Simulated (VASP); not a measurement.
# As (Pm-3m) in VASP: a series of runs

Runs on As. Level: PBEsol. Tasks: single point.

Everything below comes from runs of VASP 6.6.1. Logs are shortened: lines on timing, memory, paths and dates and some standing lists are left out, and cuts for length are marked.

## (1) The cell of the first run

It takes space group Pm-3m (No. 221, cubic). Conventional cell: a = 2.704 Å, b = 2.704 Å, c = 2.704 Å, α = 90.00°, β = 90.00°, γ = 90.00°. Within 3.6 Å of As (site symmetry m-3m) lie 6 As at 2.70 Å.

## (2) Single point, PBEsol

INCAR

```
ALGO     = Normal         # electronic algorithm
EDIFF    = 1E-6           # SCF threshold, eV
ENCUT    = 520            # plane-wave cutoff, eV
GGA      = PS             # functional
ISIF     = 2              # what is computed and relaxed
ISMEAR   = -1             # smearing method
LASPH    = T              # aspherical terms in the spheres
LCHARG   = F              # write CHGCAR
LREAL    = F              # projectors in reciprocal space
LWAVE    = F              # write WAVECAR
NBANDS   = 8              # bands
NELM     = 100            # most SCF steps
PREC     = Accurate       # precision mode
SIGMA    = 0.05           # smearing width, eV
```

KPOINTS

```
k-points
0
Gamma
  10 10 10
```

POSCAR

```
As
1.0
    2.7036817444      0.0000000000      0.0000000000
    0.0000000000      2.7036817444      0.0000000000
    0.0000000000      0.0000000000      2.7036817444
As
1
Direct
    0.5000000000      0.5000000000      0.5000000000
```

Potentials or basis: VASP PAW PBE potentials, release 64 (As).

Launch:

```
> cat potpaw_PBE.64/As/POTCAR > POTCAR
> mpirun -np 1 vasp_std > vasp.out
```

OUTCAR:

```text
EDIFF = 1E-6
   ENCUT = 520
   GGA = PS
   ISIF = 2
   ISMEAR = -1
   LASPH = T
   LREAL = F
   NELM = 100
   PREC = Accurate

 ion  position               nearest neighbor table
   1  0.500  0.500  0.500-

  LATTYP: Found a simple cubic cell.
 ALAT       =     2.7036817444

  Lattice vectors:

 A1 = (   2.7036817444,   0.0000000000,   0.0000000000)
 A2 = (   0.0000000000,   2.7036817444,   0.0000000000)
 A3 = (   0.0000000000,   0.0000000000,   2.7036817444)

Analysis of symmetry for initial positions (statically):
=====================================================================
 Subroutine PRICEL returns:
 Original cell was already a primitive cell.

 Routine SETGRP: Setting up the symmetry group for a
 simple cubic supercell.

 Subroutine GETGRP returns: Found 48 space group operations
[... 9 lines left out ...]

 Routine SETGRP: Setting up the symmetry group for a
 simple cubic supercell.

 Subroutine GETGRP returns: Found 48 space group operations
[... 11 lines left out ...]
                                     Primitive cell

  volume of cell :      19.7636

  direct lattice vectors                    reciprocal lattice vectors
     2.703681744  0.000000000  0.000000000     0.369866018  0.000000000  0.000000000
     0.000000000  2.703681744  0.000000000     0.000000000  0.369866018  0.000000000
     0.000000000  0.000000000  2.703681744     0.000000000  0.000000000  0.369866018

  length of vectors
     2.703681744  2.703681744  2.703681744     0.369866018  0.369866018  0.369866018

  position of ions in fractional coordinates (direct lattice)
     0.500000000  0.500000000  0.500000000

  ion indices of the primitive-cell ions
   primitive index   ion index
                 1           1

----------------------------------------------------------------------------------------

 KPOINTS: k-points

Automatic generation of k-mesh.
 Grid dimensions read from file:
 generate k-points for:   10   10   10

 Generating k-lattice:

  Cartesian coordinates                     Fractional coordinates (reciprocal lattice)
     0.036986602  0.000000000  0.000000000     0.100000000  0.000000000  0.000000000
     0.000000000  0.036986602  0.000000000     0.000000000  0.100000000  0.000000000
     0.000000000  0.000000000  0.036986602     0.000000000  0.000000000  0.100000000

  Length of vectors
     0.036986602  0.036986602  0.036986602

[... 40 lines left out ...]
   ions per type =               1
   NGX,Y,Z   is equivalent  to a cutoff of  12.30, 12.30, 12.30 a.u.
   NGXF,Y,Z  is equivalent  to a cutoff of  24.60, 24.60, 24.60 a.u.
 SYSTEM =  unknown system
   PREC   = accura    normal or accurate (medium, high low for compatibility)
   ISTART =      0    job   : 0-new  1-cont  2-samecut
   ICHARG =      2    charge: 1-file 2-atom 10-const
   ISPIN  =      1    spin polarized calculation?
   LNONCOLLINEAR =      F non collinear calculations
   LSORBIT =      F    spin-orbit coupling
   LASPH  =      T    aspherical Exc in radial PAW
   ENCUT  =  520.0 eV  38.22 Ry    6.18 a.u.   5.03  5.03  5.03*2*pi/ulx,y,z
   NELM   =    100;   NELMIN=  2; NELMDL= -5     # of ELM steps
   EDIFF  = 0.1E-05   stopping-criterion for ELM
   LREAL  =      F    real-space projection
   EDIFFG = 0.1E-04   stopping-criterion for IOM
   NSW    =      0    number of steps for IOM
   IBRION =     -1    ionic relax: 0-MD 1-quasi-New 2-CG
   NFREE  =      0    steps in history (QN), initial steepest desc. (CG)
   ISIF   =      2    stress and relaxation
   ISYM   =      2    0-nonsym 1-usesym 2-fastsym
   POTIM  = 0.5000    time-step for ionic-motion
   TEBEG  =    0.0;   TEEND  =   0.0 temperature during run
   PSTRESS=    0.0 pullay stress
   NELECT =       5.0000    total number of electrons
   NUPDOWN=      -1.0000    fix difference up-down
   EMIN   =  10.00;   EMAX   =-10.00  energy-range for DOS
[... 5 lines left out ...]
     AMIX     =   0.40;   BMIX     =  1.00
     AMIX_MAG =   1.60;   BMIX_MAG =  1.00
  volume/ion in A,a.u.               =      19.76       133.37
  Fermi-wavevector in a.u.,A,eV,Ry     =   1.035403  1.956627 14.586243  1.072059
  Thomas-Fermi vector in A             =   2.169744
   LORBIT       =      0    0 simple, 1 ext, 2 COOP (PROOUT), +10 PAW based schemes
   GGA     = PS    functional components
   LHFCALC =     F    Hartree Fock is set to
   AEXX    =    0.0000 exact exchange contribution
   IVDW    =     0    specifies the selected vdW correction
   LEPSILON=     F    determine dielectric tensor
   LRPA    =     F    only Hartree local field effects (RPA)
 non-spin polarized calculation
  energy-cutoff  :      520.00
  volume of cell :       19.76
 maximum number of plane-waves:       554
   NGX = 11   NGY = 11   NGZ = 11

 number of electron       5.0000001 magnetization

 Free energy of the ion-electron system (eV)
  ---------------------------------------------------
  ext. energy  EPLUGINS =         0.00000000
  ---------------------------------------------------
  free energy    TOTEN  =        -5.04725653 eV

  energy without entropy =       -5.04470466  energy(sigma->0) =       -5.04598059

 E-fermi :   5.7546     XC(G=0): -10.5547

 val. band max:        5.7408522422   @ k =   0.3000   0.3000   0.3000
 cond. band min:       5.7812906429   @ k =   0.2000   0.2000   0.0000
 fundamental gap:      0.0404384006
 Fermi energy:         5.7545938060

 k-point     1 :       0.0000    0.0000    0.0000
  band No.  band energies     occupation
      1      -9.1803      2.00000
      2       9.9586      0.00000
      3       9.9586      0.00000
      4       9.9586      0.00000
      5      14.3140      0.00000
      6      14.3140      0.00000
      7      16.2116      0.00000
      8      30.7561      0.00000
[... 243 lines left out ...]
 k-point    24 :       0.3000    0.1000    0.1000
  band No.  band energies     occupation
      1      -7.2276      2.00000
      2       2.3676      2.00000
      3       9.2604      0.00000
      4       9.7332      0.00000
      5      18.2534      0.00000
      6      18.3499      0.00000
      7      20.5062      0.00000
      8      21.2746      0.00000

 [... further k-points ...]
[... 5 lines left out ...]
  --------------------------------------------------------------------------------------
  -------------------------------------------------------------------------------------
  Total       -0.1552821     -0.1552821     -0.1552821     -0.0000000     -0.0000000      0.0000000
  in kB      -12.5882465    -12.5882465    -12.5882465     -0.0000000     -0.0000000      0.0000000
  external PRESSURE =     -12.5882465 kB  Pullay stress =       0.0000000 kB

 VOLUME and BASIS-vectors are now :
 -----------------------------------------------------------------------------
  energy-cutoff  :      520.00
  volume of cell :       19.76
      direct lattice vectors                 reciprocal lattice vectors
     2.703681744  0.000000000  0.000000000     0.369866018  0.000000000  0.000000000
     0.000000000  2.703681744  0.000000000     0.000000000  0.369866018  0.000000000
     0.000000000  0.000000000  2.703681744     0.000000000  0.000000000  0.369866018

 POSITION                                       TOTAL-FORCE (eV/Angst)
 -----------------------------------------------------------------------------------
      1.35184      1.35184      1.35184         0.000000      0.000000      0.000000
 -----------------------------------------------------------------------------------
    total drift:                                0.000000      0.000000      0.000000

  FREE ENERGIE OF THE ION-ELECTRON SYSTEM (eV)
  ---------------------------------------------------
  free  energy   TOTEN  =        -5.0472565275 eV

  energy  without entropy=       -5.0447046576  energy(sigma->0) =       -5.04598059
```

OSZICAR:

```text
N       E                     dE             d eps       ncg     rms          rms(c)
DAV:   1     0.782401665764E+01    0.78240E+01   -0.21396E+03   904   0.458E+02
DAV:   2    -0.489646124483E+01   -0.12720E+02   -0.12114E+02  1184   0.596E+01
DAV:   3    -0.505019353669E+01   -0.15373E+00   -0.15363E+00  1016   0.896E+00
DAV:   4    -0.505034473041E+01   -0.15119E-03   -0.15119E-03  1352   0.316E-01
DAV:   5    -0.505034479456E+01   -0.64149E-07   -0.64090E-07  1040   0.410E-03    0.212E+00
DAV:   6    -0.504840192654E+01    0.19429E-02   -0.27765E-04  1240   0.137E-01    0.125E+00
DAV:   7    -0.504723962884E+01    0.11623E-02   -0.80700E-04   992   0.223E-01    0.671E-02
DAV:   8    -0.504725593589E+01   -0.16307E-04   -0.23725E-05  1176   0.357E-02    0.405E-03
DAV:   9    -0.504725652753E+01   -0.59164E-06   -0.43148E-07  1056   0.491E-03
   1 F= -.50472565E+01 E0= -.50459806E+01  d E =-.255187E-02
```

It took 5.2 s on 1 thread of AMD EPYC 7R43 (Zen 3), shared host; peak memory 0.09 GiB.

What came out:

```yaml
Free_energy: -5.0473 eV
Pressure: -1.3 GPa
```

Caveat: the PAW data sets were made with another functional, which shifts forces and pressure a little.

## (3) Single point, PBEsol

This run uses another cell than the first one, of 15.71 Å³/atom, 0.795 times its volume.

INCAR

```
SYSTEM = As
ALGO = Normal
EDIFF = 1E-6
ENCUT = 520
GGA = PS
ISIF = 2
ISMEAR = -1
LASPH = .TRUE.
LCHARG = .TRUE.
LELF = .TRUE.
LREAL = .FALSE.
LVHAR = .TRUE.
LWAVE = .FALSE.
NBANDS = 8
NELM = 80
PREC = Accurate
SIGMA = 0.05
```

KPOINTS

```
k-points
0
G
  10 10 10
  0 0 0
```

POSCAR

```
As
1.0
    2.5043850438      0.0000000000      0.0000000000
    0.0000000000      2.5043850438      0.0000000000
    0.0000000000      0.0000000000      2.5043850438
As
1
Direct
    0.5000000000      0.5000000000      0.5000000000
```

Potentials or basis: VASP PAW PBE potentials, release 64 (As).

Launch:

```
> cat potpaw_PBE.64/As/POTCAR > POTCAR
> mpirun -np 1 vasp_std > vasp.out
```

OUTCAR:

```text
SYSTEM = As
   EDIFF = 1E-6
   ENCUT = 520
   GGA = PS
   ISIF = 2
   ISMEAR = -1
   LASPH = .TRUE.
   LREAL = .FALSE.
   NELM = 80
   PREC = Accurate

 ion  position               nearest neighbor table
   1  0.500  0.500  0.500-

  LATTYP: Found a simple cubic cell.
 ALAT       =     2.5043850438

  Lattice vectors:

 A1 = (   2.5043850438,   0.0000000000,   0.0000000000)
 A2 = (   0.0000000000,   2.5043850438,   0.0000000000)
 A3 = (   0.0000000000,   0.0000000000,   2.5043850438)

Analysis of symmetry for initial positions (statically):
=====================================================================
 Subroutine PRICEL returns:
 Original cell was already a primitive cell.

 Routine SETGRP: Setting up the symmetry group for a
 simple cubic supercell.

 Subroutine GETGRP returns: Found 48 space group operations
[... 9 lines left out ...]

 Routine SETGRP: Setting up the symmetry group for a
 simple cubic supercell.

 Subroutine GETGRP returns: Found 48 space group operations
[... 11 lines left out ...]
                                     Primitive cell

  volume of cell :      15.7074

[... 129 lines left out ...]
  ---------------------------------------------------
  free energy    TOTEN  =        -4.73822273 eV

  energy without entropy =       -4.73561271  energy(sigma->0) =       -4.73691772

 E-fermi :   8.7591     XC(G=0): -11.5687

 val. band max:        8.7533922985   @ k =   0.2000   0.2000   0.0000
 cond. band min:       8.8758812421   @ k =   0.5000   0.4000   0.4000
 fundamental gap:      0.1224889436
 Fermi energy:         8.7591173192

 k-point     1 :       0.0000    0.0000    0.0000
  band No.  band energies     occupation
      1      -8.6259      2.00000
      2      13.8068      0.00000
      3      13.8068      0.00000
      4      13.8068      0.00000
      5      17.4702      0.00000
      6      17.4702      0.00000
      7      21.2994      0.00000
      8      36.8302      0.00000
[... 243 lines left out ...]
 k-point    24 :       0.3000    0.1000    0.1000
  band No.  band energies     occupation
      1      -6.1664      2.00000
      2       4.3428      2.00000
      3      12.7536      0.00000
      4      13.6990      0.00000
      5      22.6973      0.00000
      6      22.8740      0.00000
      7      24.5555      0.00000
      8      26.3888      0.00000

 [... further k-points ...]
[... 5 lines left out ...]
  --------------------------------------------------------------------------------------
  -------------------------------------------------------------------------------------
  Total        3.0541323      3.0541323      3.0541323      0.0000000     -0.0000000     -0.0000000
  in kB      311.5265880    311.5265880    311.5265880      0.0000000     -0.0000000     -0.0000000
  external PRESSURE =     311.5265880 kB  Pullay stress =       0.0000000 kB

 VOLUME and BASIS-vectors are now :
 -----------------------------------------------------------------------------
  energy-cutoff  :      520.00
  volume of cell :       15.71
      direct lattice vectors                 reciprocal lattice vectors
     2.504385044  0.000000000  0.000000000     0.399299621  0.000000000  0.000000000
     0.000000000  2.504385044  0.000000000     0.000000000  0.399299621  0.000000000
     0.000000000  0.000000000  2.504385044     0.000000000  0.000000000  0.399299621

 POSITION                                       TOTAL-FORCE (eV/Angst)
 -----------------------------------------------------------------------------------
      1.25219      1.25219      1.25219         0.000000      0.000000      0.000000
 -----------------------------------------------------------------------------------
    total drift:                                0.000000     -0.000000      0.000000

  FREE ENERGIE OF THE ION-ELECTRON SYSTEM (eV)
  ---------------------------------------------------
  free  energy   TOTEN  =        -4.7382227282 eV

  energy  without entropy=       -4.7356127101  energy(sigma->0) =       -4.73691772
```

OSZICAR:

```text
N       E                     dE             d eps       ncg     rms          rms(c)
DAV:   1     0.669411652350E+01    0.66941E+01   -0.22251E+03   920   0.474E+02
DAV:   2    -0.466655689920E+01   -0.11361E+02   -0.10957E+02  1224   0.584E+01
DAV:   3    -0.475948454049E+01   -0.92928E-01   -0.92741E-01  1088   0.743E+00
DAV:   4    -0.475953768884E+01   -0.53148E-04   -0.53149E-04  1296   0.193E-01
DAV:   5    -0.475953770723E+01   -0.18382E-07   -0.18461E-07  1064   0.225E-03    0.329E+00
DAV:   6    -0.474547652168E+01    0.14061E-01   -0.26793E-03  1000   0.297E-01    0.197E+00
DAV:   7    -0.473823196516E+01    0.72446E-02   -0.47792E-03   952   0.434E-01    0.544E-02
DAV:   8    -0.473822177908E+01    0.10186E-04   -0.72432E-05   992   0.552E-02    0.149E-02
DAV:   9    -0.473822319675E+01   -0.14177E-05   -0.49057E-06  1224   0.137E-02    0.625E-03
DAV:  10    -0.473822272821E+01    0.46853E-06   -0.45506E-07   632   0.403E-03
   1 F= -.47382227E+01 E0= -.47369177E+01  d E =-.261002E-02
```

It took 5.9 s on 1 thread of AMD EPYC 7R43 (Zen 3), shared host; peak memory 0.08 GiB.

What came out:

| Property | Result |
| --- | --- |
| Free energy | -4.7382 eV |
| Pressure | 31.2 GPa |

Caveat: the PAW data sets were made with another functional, which shifts forces and pressure a little.

(Part 1 of 2 ends here.)
